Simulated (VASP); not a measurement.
# WS2 (R3m) in VASP: single point with PBE

Aim: the single point of WS2 with PBE.

Program: VASP 6.6.1. These are calculated values, not measurements. Logs are shortened: lines on timing, memory, paths and dates and some standing lists are left out, and cuts for length are marked.

## Step 1: The cell of the first run

It takes space group R3m (No. 160, trigonal). Conventional cell: a = 3.188 Å, b = 3.188 Å, c = 22.231 Å, α = 90.00°, β = 90.00°, γ = 120.00°. Within 3.2 Å of W (site symmetry 3m) lie 6 S at 2.42 Å and 6 W at 3.19 Å. S (site symmetry 3m) has 3 W at 2.42 Å and 7 S at 3.14 to 3.19 Å within 3.2 Å. Within 3.2 Å of S (site symmetry 3m) lie 3 W at 2.42 Å and 7 S at 3.14 to 3.19 Å.

## Step 2: Single point, PBE

The input, INCAR:

```
SYSTEM = WS2
PREC = Accurate
ENCUT = 520
EDIFF = 1E-7
ISMEAR = 0
SIGMA = 0.02
LREAL = .FALSE.
LASPH = .TRUE.
NELM = 100
ALGO = Normal
ISIF = 2
LWAVE = .FALSE.
LCHARG = .FALSE.
GGA = PE
NBANDS = 20
```

The input, KPOINTS:

```
regular mesh
0
G
  12 12 12
  0 0 0
```

The input, POSCAR:

```
WS2
1.0
    1.5938295307      0.9201979086      7.4103933391
   -1.5938295307      0.9201979086      7.4103933391
    0.0000000000     -1.8403958172      7.4103933391
W S
1 2
Direct
    0.9993228247      0.9993228247      0.9993228247
    0.7366499436      0.7366499436      0.7366499436
    0.5953271917      0.5953271917      0.5953271917
```

Potentials or basis: VASP PAW PBE potentials, release 64 (W_sv, S).

On the command line:

```
$ cat potpaw_PBE.64/W_sv/POTCAR potpaw_PBE.64/S/POTCAR > POTCAR
$ mpirun -np 1 vasp_std > vasp.out
```

OUTCAR:

```text
SYSTEM = WS2
   PREC = Accurate
   ENCUT = 520
   EDIFF = 1E-7
   ISMEAR = 0
   LREAL = .FALSE.
   LASPH = .TRUE.
   NELM = 100
   ISIF = 2
   GGA = PE

 ion  position               nearest neighbor table
   1  0.999  0.999  0.999-   2 2.42   2 2.42   2 2.42   3 2.42   3 2.42   3 2.42
   2  0.737  0.737  0.737-   1 2.42   1 2.42   1 2.42
   3  0.595  0.595  0.595-   1 2.42   1 2.42   1 2.42

  LATTYP: Found a trigonal (rhomboedric) cell.
 ALAT       =     7.6355082479
 COS(alpha) =     0.9128559313

  Lattice vectors:

 A1 = (   1.5938295307,   0.9201979086,   7.4103933391)
 A2 = (  -1.5938295307,   0.9201979086,   7.4103933391)
 A3 = (   0.0000000000,  -1.8403958172,   7.4103933391)

Analysis of symmetry for initial positions (statically):
=====================================================================
 Subroutine PRICEL returns:
 Original cell was already a primitive cell.

 Routine SETGRP: Setting up the symmetry group for a
 trigonal (rhombohedral) supercell.

 Subroutine GETGRP returns: Found  6 space group operations
 (whereof  6 operations were pure point group operations)
 out of a pool of 12 trial point group operations.

The static configuration has the point symmetry C_3v.

Analysis of symmetry for dynamics (positions and initial velocities):
=====================================================================
 Subroutine PRICEL returns:
 Original cell was already a primitive cell.

 Routine SETGRP: Setting up the symmetry group for a
 trigonal (rhombohedral) supercell.

 Subroutine GETGRP returns: Found  6 space group operations
 (whereof  6 operations were pure point group operations)
 out of a pool of 12 trial point group operations.

The dynamic configuration has the point symmetry C_3v.

 Subroutine INISYM returns: Found  6 space group operations
 (whereof  6 operations are pure point group operations),
 and found     1 'primitive' translations

----------------------------------------------------------------------------------------

                                     Primitive cell

  volume of cell :      65.2102

  direct lattice vectors                    reciprocal lattice vectors
     1.593829531  0.920197909  7.410393339     0.313709836  0.181120458  0.044981868
    -1.593829531  0.920197909  7.410393339    -0.313709836  0.181120458  0.044981868
     0.000000000 -1.840395817  7.410393339     0.000000000 -0.362240916  0.044981868

  length of vectors
     7.635508248  7.635508248  7.635508248     0.365023081  0.365023081  0.365023081

  position of ions in fractional coordinates (direct lattice)
     0.999322825  0.999322825  0.999322825
     0.736649944  0.736649944  0.736649944
     0.595327192  0.595327192  0.595327192

  ion indices of the primitive-cell ions
   primitive index   ion index
                 1           1
                 2           2
                 3           3

----------------------------------------------------------------------------------------

 KPOINTS: regular mesh

Automatic generation of k-mesh.
 Grid dimensions read from file:
 generate k-points for:   12   12   12

 Generating k-lattice:

  Cartesian coordinates                     Fractional coordinates (reciprocal lattice)
     0.026142486  0.015093372  0.003748489     0.083333333 -0.000000000  0.000000000
    -0.026142486  0.015093372  0.003748489    -0.000000000  0.083333333  0.000000000
     0.000000000 -0.030186743  0.003748489     0.000000000  0.000000000  0.083333333

  Length of vectors
     0.030418590  0.030418590  0.030418590

  Shift w.r.t. Gamma in fractional coordinates (k-lattice)
     0.000000000  0.000000000  0.000000000

 Subroutine IBZKPT returns following result:
 ===========================================

 Found    189 irreducible k-points:

 Following reciprocal coordinates:
            Coordinates               Weight
  0.000000  0.000000  0.000000      1.000000
  0.083333  0.000000  0.000000      6.000000
  0.166667  0.000000 -0.000000      6.000000
  0.250000 -0.000000  0.000000      6.000000
  0.333333  0.000000 -0.000000      6.000000
  0.416667  0.000000 -0.000000      6.000000
[... 16 lines left out ...]
  0.500000  0.166667  0.000000     12.000000
 -0.416667  0.166667  0.000000     12.000000
 [... further k-points ...]
   k-points           NKPTS =    189   k-points in BZ     NKDIM =    189   number of bands    NBANDS=     20
   number of dos      NEDOS =    301   number of ions     NIONS =      3
   total plane-waves  NPLWV = 216000
   dimension x,y,z NGX =    60 NGY =   60 NGZ =   60
   dimension x,y,z NGXF=   120 NGYF=  120 NGZF=  120
   ions per type =               1   2
   NGX,Y,Z   is equivalent  to a cutoff of  13.06, 13.06, 13.06 a.u.
   NGXF,Y,Z  is equivalent  to a cutoff of  26.13, 26.13, 26.13 a.u.
 SYSTEM =  WS2
   PREC   = accura    normal or accurate (medium, high low for compatibility)
   ISTART =      0    job   : 0-new  1-cont  2-samecut
   ICHARG =      2    charge: 1-file 2-atom 10-const
   ISPIN  =      1    spin polarized calculation?
   LNONCOLLINEAR =      F non collinear calculations
   LSORBIT =      F    spin-orbit coupling
   LASPH  =      T    aspherical Exc in radial PAW
   ENCUT  =  520.0 eV  38.22 Ry    6.18 a.u.  14.20 14.20 14.20*2*pi/ulx,y,z
   NELM   =    100;   NELMIN=  2; NELMDL= -5     # of ELM steps
   EDIFF  = 0.1E-06   stopping-criterion for ELM
   LREAL  =      F    real-space projection
   EDIFFG = 0.1E-05   stopping-criterion for IOM
   NSW    =      0    number of steps for IOM
   IBRION =     -1    ionic relax: 0-MD 1-quasi-New 2-CG
   NFREE  =      0    steps in history (QN), initial steepest desc. (CG)
   ISIF   =      2    stress and relaxation
   ISYM   =      2    0-nonsym 1-usesym 2-fastsym
   POTIM  = 0.5000    time-step for ionic-motion
   TEBEG  =    0.0;   TEEND  =   0.0 temperature during run
   PSTRESS=    0.0 pullay stress
   NELECT =      26.0000    total number of electrons
   NUPDOWN=      -1.0000    fix difference up-down
   EMIN   =  10.00;   EMAX   =-10.00  energy-range for DOS
   EFERMI =   0.00;   METHOD = LEGACY
   ISMEAR =     0;   SIGMA  =   0.02  broadening in eV -4-tet -1-fermi 0-gaus
   EFERMI_NEDOS =   21; number of points for ismear=-14 and -15
   IALGO  =     38    algorithm
   IMIX   =      4    mixing-type and parameters
     AMIX     =   0.40;   BMIX     =  1.00
     AMIX_MAG =   1.60;   BMIX_MAG =  1.00
  volume/ion in A,a.u.               =      21.74       146.69
  Fermi-wavevector in a.u.,A,eV,Ry     =   1.204927  2.276982 19.753606  1.451849
  Thomas-Fermi vector in A             =   2.340638
   LORBIT       =      0    0 simple, 1 ext, 2 COOP (PROOUT), +10 PAW based schemes
   GGA     = PE    functional components
   LHFCALC =     F    Hartree Fock is set to
   AEXX    =    0.0000 exact exchange contribution
   IVDW    =     0    specifies the selected vdW correction
   LEPSILON=     F    determine dielectric tensor
   LRPA    =     F    only Hartree local field effects (RPA)
 non-spin polarized calculation
 Gauss-broadening in eV      SIGMA  =   0.02
  energy-cutoff  :      520.00
  volume of cell :       65.21
 maximum number of plane-waves:      1774
 NGX is ok and might be reduce to    60
   NGX = 29   NGY = 29   NGZ = 29

 number of electron      26.0000000 magnetization

 Free energy of the ion-electron system (eV)
  ---------------------------------------------------
  ext. energy  EPLUGINS =         0.00000000
  ---------------------------------------------------
  free energy    TOTEN  =       -23.68175613 eV

  energy without entropy =      -23.68175613  energy(sigma->0) =      -23.68175613

 E-fermi :   4.9802     XC(G=0):  -9.5180

 val. band max:        4.7217151039   @ k =   0.5000   0.5000   0.5000
 cond. band min:       6.3564956660   @ k =  -0.3333   0.3333   0.0000
 fundamental gap:      1.6347805622
 Fermi energy:         4.9802428089

 k-point     1 :       0.0000    0.0000    0.0000
  band No.  band energies     occupation
      1     -69.4973      2.00000
      2     -33.7256      2.00000
      3     -33.5815      2.00000
      4     -33.5815      2.00000
      5     -10.1818      2.00000
      6      -8.5406      2.00000
[... 12 lines left out ...]
     19      11.3330      0.00000
     20      13.1939      0.00000

 k-point     2 :       0.0833    0.0000    0.0000
  band No.  band energies     occupation
      1     -69.4962      2.00000
      2     -33.7216      2.00000
      3     -33.6037      2.00000
      4     -33.5867      2.00000
      5     -10.0684      2.00000
      6      -8.4996      2.00000
[... 12 lines left out ...]
     19      11.5900      0.00000
     20      13.6693      0.00000

 k-point     3 :       0.1667    0.0000   -0.0000
  band No.  band energies     occupation
      1     -69.4932      2.00000
      2     -33.7107      2.00000
      3     -33.6641      2.00000
      4     -33.6008      2.00000
      5      -9.7455      2.00000
      6      -8.3830      2.00000
[... 12 lines left out ...]
     19      12.3816      0.00000
     20      13.9466      0.00000

 k-point     4 :       0.2500   -0.0000    0.0000
  band No.  band energies     occupation
      1     -69.4891      2.00000
      2     -33.7456      2.00000
      3     -33.6958      2.00000
      4     -33.6200      2.00000
      5      -9.2654      2.00000
      6      -8.2117      2.00000
[... 12 lines left out ...]
     19      12.7810      0.00000
     20      13.5219      0.00000

 k-point     5 :       0.3333    0.0000   -0.0000
  band No.  band energies     occupation
      1     -69.4851      2.00000
      2     -33.8260      2.00000
      3     -33.6808      2.00000
      4     -33.6392      2.00000
      5      -8.7223      2.00000
      6      -8.0231      2.00000
[... 12 lines left out ...]
     19      11.9787      0.00000
     20      12.7920      0.00000

 k-point     6 :       0.4167    0.0000   -0.0000
  band No.  band energies     occupation
      1     -69.4821      2.00000
      2     -33.8841      2.00000
      3     -33.6699      2.00000
      4     -33.6532      2.00000
      5      -8.2644      2.00000
      6      -7.8714      2.00000
[... 12 lines left out ...]
     19      11.8188      0.00000
     20      12.4954      0.00000

 k-point     7 :       0.5000   -0.0000    0.0000
  band No.  band energies     occupation
      1     -69.4810      2.00000
      2     -33.9052      2.00000
      3     -33.6658      2.00000
      4     -33.6583      2.00000
      5      -8.0785      2.00000
      6      -7.8125      2.00000
[... 12 lines left out ...]
     19      11.9331      0.00000
     20      12.4594      0.00000
[... 277 lines left out ...]
 k-point    20 :       0.2500    0.1667   -0.0000
  band No.  band energies     occupation
      1     -69.4906      2.00000
      2     -33.7120      2.00000
      3     -33.7012      2.00000
      4     -33.6170      2.00000
      5      -9.4454      2.00000
      6      -8.2793      2.00000
[... 12 lines left out ...]
     19      12.8961      0.00000
     20      13.7493      0.00000

 k-point    21 :       0.3333    0.1667    0.0000
  band No.  band energies     occupation
      1     -69.4871      2.00000
      2     -33.7707      2.00000
      3     -33.6883      2.00000
      4     -33.6452      2.00000
      5      -9.0035      2.00000
      6      -8.1201      2.00000
[... 12 lines left out ...]
     19      12.6389      0.00000
     20      13.9003      0.00000

 k-point    22 :       0.4167    0.1667   -0.0000
  band No.  band energies     occupation
      1     -69.4836      2.00000
      2     -33.8259      2.00000
      3     -33.6764      2.00000
      4     -33.6754      2.00000
      5      -8.5090      2.00000
      6      -7.9422      2.00000
[... 12 lines left out ...]
     19      12.2719      0.00000
     20      13.6389      0.00000

 k-point    23 :       0.5000    0.1667    0.0000
  band No.  band energies     occupation
      1     -69.4810      2.00000
      2     -33.8649      2.00000
      3     -33.7001      2.00000
      4     -33.6659      2.00000
      5      -8.1002      2.00000
      6      -7.7965      2.00000
[... 12 lines left out ...]
     19      12.6411      0.00000
     20      13.5569      0.00000

 k-point    24 :      -0.4167    0.1667    0.0000
  band No.  band energies     occupation
      1     -69.4801      2.00000
      2     -33.8789      2.00000
      3     -33.7090      2.00000
      4     -33.6624      2.00000
      5      -7.9380      2.00000
      6      -7.7383      2.00000
[... 12 lines left out ...]
     19      13.0471      0.00000
     20      13.5948      0.00000

 [... further k-points ...]

------------------------ aborting loop because EDIFF is reached ----------------------------------------

  FORCE on cell =-STRESS in cart. coord.  units (eV):
  Direction    XX          YY          ZZ          XY          YZ          ZX
  --------------------------------------------------------------------------------------
  -------------------------------------------------------------------------------------
  Total       -0.0040278     -0.0040278      0.0019536      0.0000000      0.0000000      0.0000000
  in kB       -0.0989604     -0.0989604      0.0479988      0.0000000      0.0000000      0.0000000
  external PRESSURE =      -0.0499740 kB  Pullay stress =       0.0000000 kB

 VOLUME and BASIS-vectors are now :
 -----------------------------------------------------------------------------
  energy-cutoff  :      520.00
  volume of cell :       65.21
      direct lattice vectors                 reciprocal lattice vectors
     1.593829531  0.920197909  7.410393339     0.313709836  0.181120458  0.044981868
    -1.593829531  0.920197909  7.410393339    -0.313709836  0.181120458  0.044981868
     0.000000000 -1.840395817  7.410393339     0.000000000 -0.362240916  0.044981868

 POSITION                                       TOTAL-FORCE (eV/Angst)
 -----------------------------------------------------------------------------------
      0.00000      0.00000     22.21613         0.000000      0.000000     -0.000187
      0.00000      0.00000     16.37660         0.000000      0.000000      0.007325
      0.00000      0.00000     13.23483         0.000000     -0.000000     -0.007138
 -----------------------------------------------------------------------------------
    total drift:                               -0.000000     -0.000000     -0.000006

  FREE ENERGIE OF THE ION-ELECTRON SYSTEM (eV)
  ---------------------------------------------------
  free  energy   TOTEN  =       -23.6817561319 eV

  energy  without entropy=      -23.6817561319  energy(sigma->0) =      -23.68175613
```

It took 29 min on 1 thread of Oxide Virtual Turin-like, shared host; peak memory 0.6 GiB.

What came out:

```
Free energy            : -23.6818 eV
Pressure               : 0.0 GPa
Largest force          : 0.007 eV/Å
Band gap on the k mesh : 1.63 eV (least direct gap 1.81 eV)
```

Forces on the atoms (eV/Å):
```
W    0.000  0.000  0.000
S    0.000  0.000  0.007
S    0.000  0.000 -0.007
```

Caveat: spin-orbit coupling is left out, which moves the levels of the heavy elements.
